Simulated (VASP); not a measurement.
# Fe (Pm-3m) in VASP: a series of runs

Fe is run at these levels: PBEsol; tasks: single point, relaxation of cell and atoms.

Everything below comes from runs of VASP 6.6.1. Logs are shortened: lines on timing, memory, paths and dates and some standing lists are left out, and cuts for length are marked.

## (1) The cell of the first run

It takes space group Pm-3m (No. 221, cubic). Conventional cell: a = 2.419 Å, b = 2.419 Å, c = 2.419 Å, α = 90.00°, β = 90.00°, γ = 90.00°. Within 3.2 Å of Fe (site symmetry m-3m) lie 6 Fe at 2.42 Å.

This isn't the form of Fe at room conditions, which is bcc.

## (2) Single point, PBEsol, collinear spin, ferromagnetic start (14.15 Å³/atom)

Input file INCAR:

```
PREC = Accurate
ENCUT = 520
EDIFF = 1E-6
ISMEAR = -1
SIGMA = 0.05
LREAL = False
LASPH = True
NELM = 150
ALGO = Normal
ISIF = 2
LWAVE = False
LCHARG = False
ISPIN = 2
MAGMOM = 2.263
LORBIT = 11
LMAXMIX = 4
GGA = PS
NBANDS = 14
```

Input file KPOINTS:

```
regular mesh
0
Gamma
  15 15 15
```

Input file POSCAR:

```
Fe
1.0
    2.4187206596      0.0000000000      0.0000000000
    0.0000000000      2.4187206596      0.0000000000
    0.0000000000      0.0000000000      2.4187206596
Fe
1
Direct
    0.0000000000      0.0000000000      0.0000000000
```

Potentials or basis: VASP PAW PBE potentials, release 64 (Fe).

Command:

```console
cat potpaw_PBE.64/Fe/POTCAR > POTCAR
mpirun -np 1 vasp_std > vasp.out
```

OUTCAR:

```text
PREC = Accurate
   ENCUT = 520
   EDIFF = 1E-6
   ISMEAR = -1
   LREAL = False
   LASPH = True
   NELM = 150
   ISIF = 2
   ISPIN = 2
   LORBIT = 11
   GGA = PS

 ion  position               nearest neighbor table
   1  0.000  0.000  0.000-

  LATTYP: Found a simple cubic cell.
 ALAT       =     2.4187206596

  Lattice vectors:

 A1 = (   2.4187206596,   0.0000000000,   0.0000000000)
 A2 = (   0.0000000000,   2.4187206596,   0.0000000000)
 A3 = (   0.0000000000,   0.0000000000,   2.4187206596)

Analysis of symmetry for initial positions (statically):
=====================================================================
 Subroutine PRICEL returns:
 Original cell was already a primitive cell.

 Routine SETGRP: Setting up the symmetry group for a
 simple cubic supercell.

 Subroutine GETGRP returns: Found 48 space group operations
 (whereof 48 operations were pure point group operations)
 out of a pool of 48 trial point group operations.

The static configuration has the point symmetry O_h .

Analysis of symmetry for dynamics (positions and initial velocities):
=====================================================================
 Subroutine PRICEL returns:
 Original cell was already a primitive cell.

 Routine SETGRP: Setting up the symmetry group for a
 simple cubic supercell.

 Subroutine GETGRP returns: Found 48 space group operations
 (whereof 48 operations were pure point group operations)
 out of a pool of 48 trial point group operations.

The dynamic configuration has the point symmetry O_h .

Analysis of structural, dynamic, and magnetic symmetry:
=====================================================================
 Subroutine PRICEL returns:
 Original cell was already a primitive cell.

 Routine SETGRP: Setting up the symmetry group for a
 simple cubic supercell.

 Subroutine GETGRP returns: Found 48 space group operations
 (whereof 48 operations were pure point group operations)
 out of a pool of 48 trial point group operations.

The overall configuration has the point symmetry O_h .

 Subroutine INISYM returns: Found 48 space group operations
 (whereof 48 operations are pure point group operations),
 and found     1 'primitive' translations

----------------------------------------------------------------------------------------

                                     Primitive cell

  volume of cell :      14.1500

  direct lattice vectors                    reciprocal lattice vectors
     2.418720660  0.000000000  0.000000000     0.413441708  0.000000000  0.000000000
     0.000000000  2.418720660  0.000000000     0.000000000  0.413441708  0.000000000
     0.000000000  0.000000000  2.418720660     0.000000000  0.000000000  0.413441708

  length of vectors
     2.418720660  2.418720660  2.418720660     0.413441708  0.413441708  0.413441708

  position of ions in fractional coordinates (direct lattice)
     0.000000000  0.000000000  0.000000000

  ion indices of the primitive-cell ions
   primitive index   ion index
                 1           1

----------------------------------------------------------------------------------------

 KPOINTS: regular mesh

Automatic generation of k-mesh.
 Grid dimensions read from file:
 generate k-points for:   15   15   15

 Generating k-lattice:

  Cartesian coordinates                     Fractional coordinates (reciprocal lattice)
     0.027562781  0.000000000  0.000000000     0.066666667  0.000000000  0.000000000
     0.000000000  0.027562781  0.000000000     0.000000000  0.066666667  0.000000000
     0.000000000  0.000000000  0.027562781     0.000000000  0.000000000  0.066666667

  Length of vectors
     0.027562781  0.027562781  0.027562781

  Shift w.r.t. Gamma in fractional coordinates (k-lattice)
     0.000000000  0.000000000  0.000000000

 Subroutine IBZKPT returns following result:
 ===========================================

 Found    120 irreducible k-points:

 Following reciprocal coordinates:
            Coordinates               Weight
  0.000000  0.000000  0.000000      1.000000
  0.066667  0.000000  0.000000      6.000000
  0.133333  0.000000  0.000000      6.000000
  0.200000  0.000000  0.000000      6.000000
  0.266667  0.000000  0.000000      6.000000
  0.333333  0.000000  0.000000      6.000000
[... 16 lines left out ...]
  0.266667  0.200000  0.000000     24.000000
  0.333333  0.200000  0.000000     24.000000
 [... further k-points ...]
   k-points           NKPTS =    120   k-points in BZ     NKDIM =    120   number of bands    NBANDS=     14
   number of dos      NEDOS =    301   number of ions     NIONS =      1
   total plane-waves  NPLWV =   5832
   dimension x,y,z NGX =    18 NGY =   18 NGZ =   18
   dimension x,y,z NGXF=    36 NGYF=   36 NGZF=   36
   ions per type =               1
   NGX,Y,Z   is equivalent  to a cutoff of  12.37, 12.37, 12.37 a.u.
   NGXF,Y,Z  is equivalent  to a cutoff of  24.74, 24.74, 24.74 a.u.
 SYSTEM =  unknown system
   PREC   = accura    normal or accurate (medium, high low for compatibility)
   ISTART =      0    job   : 0-new  1-cont  2-samecut
   ICHARG =      2    charge: 1-file 2-atom 10-const
   ISPIN  =      2    spin polarized calculation?
   LNONCOLLINEAR =      F non collinear calculations
   LSORBIT =      F    spin-orbit coupling
   LASPH  =      T    aspherical Exc in radial PAW
   ENCUT  =  520.0 eV  38.22 Ry    6.18 a.u.   4.50  4.50  4.50*2*pi/ulx,y,z
   NELM   =    150;   NELMIN=  2; NELMDL= -5     # of ELM steps
   EDIFF  = 0.1E-05   stopping-criterion for ELM
   LREAL  =      F    real-space projection
   EDIFFG = 0.1E-04   stopping-criterion for IOM
   NSW    =      0    number of steps for IOM
   IBRION =     -1    ionic relax: 0-MD 1-quasi-New 2-CG
   NFREE  =      0    steps in history (QN), initial steepest desc. (CG)
   ISIF   =      2    stress and relaxation
   ISYM   =      2    0-nonsym 1-usesym 2-fastsym
   POTIM  = 0.5000    time-step for ionic-motion
   TEBEG  =    0.0;   TEEND  =   0.0 temperature during run
   PSTRESS=    0.0 pullay stress
   NELECT =       8.0000    total number of electrons
   NUPDOWN=      -1.0000    fix difference up-down
   EMIN   =  10.00;   EMAX   =-10.00  energy-range for DOS
   EFERMI =   0.00;   METHOD = LEGACY
   ISMEAR =    -1;   SIGMA  =   0.05  broadening in eV -4-tet -1-fermi 0-gaus
   EFERMI_NEDOS =   21; number of points for ismear=-14 and -15
   IALGO  =     38    algorithm
   IMIX   =      4    mixing-type and parameters
     AMIX     =   0.40;   BMIX     =  1.00
     AMIX_MAG =   1.60;   BMIX_MAG =  1.00
  volume/ion in A,a.u.               =      14.15        95.49
  Fermi-wavevector in a.u.,A,eV,Ry     =   1.353690  2.558103 24.932346  1.832476
  Thomas-Fermi vector in A             =   2.480924
   LORBIT       =     11    0 simple, 1 ext, 2 COOP (PROOUT), +10 PAW based schemes
   GGA     = PS    functional components
   LHFCALC =     F    Hartree Fock is set to
   AEXX    =    0.0000 exact exchange contribution
   IVDW    =     0    specifies the selected vdW correction
   LEPSILON=     F    determine dielectric tensor
   LRPA    =     F    only Hartree local field effects (RPA)
 spin polarized calculation
  energy-cutoff  :      520.00
  volume of cell :       14.15
 maximum number of plane-waves:       393
 NGX is ok and might be reduce to    18
   NGX =  9   NGY =  9   NGZ =  9

 number of electron       8.0000008 magnetization       2.4784466

 Free energy of the ion-electron system (eV)
  ---------------------------------------------------
  ext. energy  EPLUGINS =         0.00000000
  ---------------------------------------------------
  free energy    TOTEN  =        -8.00653492 eV

  energy without entropy =       -7.99583617  energy(sigma->0) =       -8.00118554

 E-fermi :   3.9569     XC(G=0): -11.9846

 val. band max:        3.9565588495   @ k =   0.4667   0.4000   0.0000
 cond. band min:       3.9659141490   @ k =   0.4667   0.4667   0.2000
 fundamental gap:      0.0093552994
 Fermi energy:         3.9568759130

 spin component 1

 k-point     1 :       0.0000    0.0000    0.0000
  band No.  band energies     occupation
      1      -3.5872      1.00000
      2       0.2202      1.00000
      3       0.2202      1.00000
      4       3.3027      1.00000
      5       3.3027      1.00000
      6       3.3027      1.00000
      7      21.8312      0.00000
      8      21.8312      0.00000
      9      21.8312      0.00000
     10      25.5179      0.00000
     11      25.5179      0.00000
     12      29.6617      0.00000
     13      41.9747      0.00000
     14      41.9747      0.00000
[... 375 lines left out ...]
 k-point    24 :       0.3333    0.2000    0.0000
  band No.  band energies     occupation
      1      -0.3599      1.00000
      2       0.8201      1.00000
      3       1.6068      1.00000
      4       2.5222      1.00000
      5       3.0123      1.00000
      6       3.0203      1.00000
      7      11.5131      0.00000
      8      18.3716      0.00000
      9      26.1790      0.00000
     10      26.9625      0.00000
     11      27.8008      0.00000
     12      34.9841      0.00000
     13      35.6883      0.00000
     14      37.3954      0.00000

 [... further k-points ...]

 spin component 2

 k-point     1 :       0.0000    0.0000    0.0000
  band No.  band energies     occupation
      1      -3.2319      1.00000
      2       1.8951      1.00000
      3       1.8954      1.00000
      4       6.2959      0.00000
      5       6.2959      0.00000
      6       6.2963      0.00000
      7      22.4358      0.00000
      8      22.4358      0.00000
      9      22.4358      0.00000
     10      26.1061      0.00000
     11      26.1061      0.00000
     12      29.7212      0.00000
     13      42.3943      0.00000
     14      42.3943      0.00000
[... 375 lines left out ...]
 k-point    24 :       0.3333    0.2000    0.0000
  band No.  band energies     occupation
      1       0.3442      1.00000
      2       2.5668      1.00000
      3       3.3536      0.99999
      4       5.1512      0.00000
      5       5.3587      0.00000
      6       5.9479      0.00000
      7      12.4579      0.00000
      8      19.0829      0.00000
      9      26.7871      0.00000
     10      27.7241      0.00000
     11      28.0547      0.00000
     12      35.4089      0.00000
     13      36.3976      0.00000
     14      37.7457      0.00000

 [... further k-points ...]

------------------------ aborting loop because EDIFF is reached ----------------------------------------

  FORCE on cell =-STRESS in cart. coord.  units (eV):
  Direction    XX          YY          ZZ          XY          YZ          ZX
  --------------------------------------------------------------------------------------
  -------------------------------------------------------------------------------------
  Total       -1.2003673     -1.2003673     -1.2003673      0.0000000      0.0000000     -0.0000000
  in kB     -135.9150651   -135.9150651   -135.9150651      0.0000000      0.0000000     -0.0000000
  external PRESSURE =    -135.9150651 kB  Pullay stress =       0.0000000 kB

 VOLUME and BASIS-vectors are now :
 -----------------------------------------------------------------------------
  energy-cutoff  :      520.00
  volume of cell :       14.15
      direct lattice vectors                 reciprocal lattice vectors
     2.418720660  0.000000000  0.000000000     0.413441708  0.000000000  0.000000000
     0.000000000  2.418720660  0.000000000     0.000000000  0.413441708  0.000000000
     0.000000000  0.000000000  2.418720660     0.000000000  0.000000000  0.413441708

 POSITION                                       TOTAL-FORCE (eV/Angst)
 -----------------------------------------------------------------------------------
      0.00000      0.00000      0.00000         0.000000      0.000000      0.000000
 -----------------------------------------------------------------------------------
    total drift:                               -0.000000      0.000000      0.000000

  FREE ENERGIE OF THE ION-ELECTRON SYSTEM (eV)
  ---------------------------------------------------
  free  energy   TOTEN  =        -8.0065349158 eV

  energy  without entropy=       -7.9958361666  energy(sigma->0) =       -8.00118554

 total charge

# of ion       s       p       d       tot
------------------------------------------
    1        0.479   0.374   6.224   7.077

 magnetization (x)

# of ion       s       p       d       tot
------------------------------------------
    1       -0.001  -0.008   2.474   2.464
```

Wall time 15 s (1 thread of Intel Xeon 6975P-C (Granite Rapids), shared host); peak memory 0.15 GiB.

Results:

| Property | Result |
| --- | --- |
| Free energy | -8.0065 eV |
| Pressure | -13.6 GPa |
| Net moment | 2.48 μB per cell |
| Site moments | Fe +2.46 μB |
| Valence electrons inside the program's atomic spheres | Fe 7.08 |

Caveat: the cell stands under tension; the PAW data sets were made with another functional, which shifts forces and pressure a little.

## (3) Relaxation of cell and atoms, PBEsol, collinear spin, ferromagnetic start

This run uses another cell than the first one, of 12.72 Å³/atom.

Input file INCAR:

```
ALGO     = Normal         # electronic algorithm
EDIFF    = 1E-6           # SCF threshold, eV
EDIFFG   = -0.01          # ionic threshold
ENCUT    = 600            # plane-wave cutoff, eV
GGA      = PS             # functional
IBRION   = 2              # ionic algorithm
ISIF     = 3              # what is computed and relaxed
ISMEAR   = -1             # smearing method
ISPIN    = 2              # spin polarisation
LASPH    = T              # aspherical terms in the spheres
LCHARG   = F              # write CHGCAR
LMAXMIX  = 4              # l up to which the mixer works
LORBIT   = 11             # projections on sites
LREAL    = F              # projectors in reciprocal space
LWAVE    = F              # write WAVECAR
MAGMOM   = 2.5            # initial moments
NELM     = 150            # most SCF steps
NSW      = 80             # ionic steps
PREC     = Accurate       # precision mode
SIGMA    = 0.05           # smearing width, eV
```

Input file KPOINTS:

```
k-points
0
Gamma
  13 13 13
```

Input file POSCAR:

```
Fe
1.0
    2.3342634294      0.0000000000      0.0000000000
    0.0000000000      2.3342634294      0.0000000000
    0.0000000000      0.0000000000      2.3342634294
Fe
1
Direct
    0.0000000000      0.0000000000      0.0000000000
```

Potentials or basis: VASP PAW PBE potentials, release 64 (Fe).

Command:

```console
cat potpaw_PBE.64/Fe/POTCAR > POTCAR
mpirun -np 1 vasp_std > vasp.out
```

Wall time 17 s (1 thread of Intel Xeon 6975P-C (Granite Rapids), shared host); peak memory 0.15 GiB.

It converged, with:

* Free energy: -8.0862 eV
* Relaxed volume: 12.60 Å³/atom
* Relaxed cell: a = 2.327 Å, b = 2.327 Å, c = 2.327 Å, α = 90.00°, β = 90.00°, γ = 90.00°
* Space group after relaxing (to 0.1 Å): Pm-3m (No. 221)
* Energy gained by relaxing: 0.5 meV/atom
* Ionic steps: 3
* Pressure after relaxing: 0.1 GPa
* Net moment: 2.35 μB per cell
* Site moments: Fe +2.33 μB
* Valence electrons inside the program's atomic spheres: Fe 7.28

Step by step:
```csv
step,energy change (eV),largest force (eV/Å),pressure (GPa),volume (Å³)
1,0.0000,0.0000,-1.24,12.72
2,-0.0004,0.0000,0.67,12.54
3,-0.0005,0.0000,0.06,12.60
```

Final structure:
```
CELL_PARAMETERS angstrom
2.32679 0.00000 0.00000
0.00000 2.32679 0.00000
0.00000 0.00000 2.32679
ATOMIC_POSITIONS crystal
Fe 0.00000 0.00000 0.00000
```

Levels at points of the mesh, in eV from the Fermi level:
Spin up:
```tsv
k point	band 3	band 4	band 5	band 6	band 7	band 8
(0.00, 0.00, 0.00)	-4.21	-0.47	-0.47	-0.47	19.23	19.23
```
Spin down:
| k point | band 1 | band 2 | band 3 | band 4 | band 5 | band 6 | band 7 | band 8 |
| --- | --- | --- | --- | --- | --- | --- | --- | --- |
| (0.00, 0.00, 0.00) | -7.83 | -2.65 | -2.65 | 2.40 | 2.40 | 2.40 | 19.86 | 19.86 |

Caveat: the PAW data sets were made with another functional, which shifts forces and pressure a little.

(Continued in part 2 of 2.)
